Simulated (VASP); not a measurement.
Wanted: the native input for a VASP 6.6.1 run.

* Task: single point
* Functional: PBE
* Potentials or basis: VASP PAW PBE potentials, release 64 (Sb, Bi_d, O)
* Cutoff: 520 eV
* k mesh: 10 × 10 × 6
* Occupations: gaussian, width 0.1 eV
* Spin: no spin polarisation
* Dipole correction: no
* Further INCAR settings: ALGO = Normal; EDIFF = 1e-06; NBANDS = 26

The structure of BiSb2O2 lies in POSCAR:

```
BiSb2O2
1.0
    4.1718673398      0.0000000000      0.0000000000
    0.0000000000      4.1718673398      0.0000000000
    0.0000000000      0.0000000000      6.4713665544
Sb Bi O
2 1 2
Direct
    0.5000000000      0.5000000000      0.5000000000
    0.0000000000      0.0000000000      0.0000000000
    0.5000000000      0.5000000000      0.0000000000
    0.0000000000      0.0000000000      0.6912459637
    0.0000000000      0.0000000000      0.3087540363
```

The cell was generated, and may not be a known phase.

These files were run (other wordings do the same):

INCAR

```
SYSTEM = BiSb2O2
ALGO = Normal
EDIFF = 1E-6
ENCUT = 520
GGA = PE
ISIF = 2
ISMEAR = 0
LASPH = .True.
LCHARG = .False.
LREAL = .False.
LWAVE = .False.
NBANDS = 26
NELM = 80
PREC = Accurate
SIGMA = 0.1
```

KPOINTS

```
k-points
0
Gamma
  10 10 6
  0 0 0
```

Potentials or basis: VASP PAW PBE potentials, release 64 (Sb, Bi_d, O).

The run is started by

```console
$ cat potpaw_PBE.64/Sb/POTCAR potpaw_PBE.64/Bi_d/POTCAR potpaw_PBE.64/O/POTCAR > POTCAR
$ mpirun -np 1 vasp_std > vasp.out
```

Results of the run:

| Item | Value |
| --- | --- |
| Pressure | 0.0 GPa |
| Largest force | 0.089 eV/Å |
| Band gap on the k mesh | zero (an odd number of electrons rules out a gap without spin polarisation) |

Caveat: spin-orbit coupling is left out, which moves the levels of the heavy elements; an odd number of electrons without spin polarisation forces a metal; a magnetic or distorted state may lie lower.

Wall time 3.1 min on 1 thread of AMD EPYC 7R13 Processor (Zen 3) (shared host), peak memory 0.35 GiB.
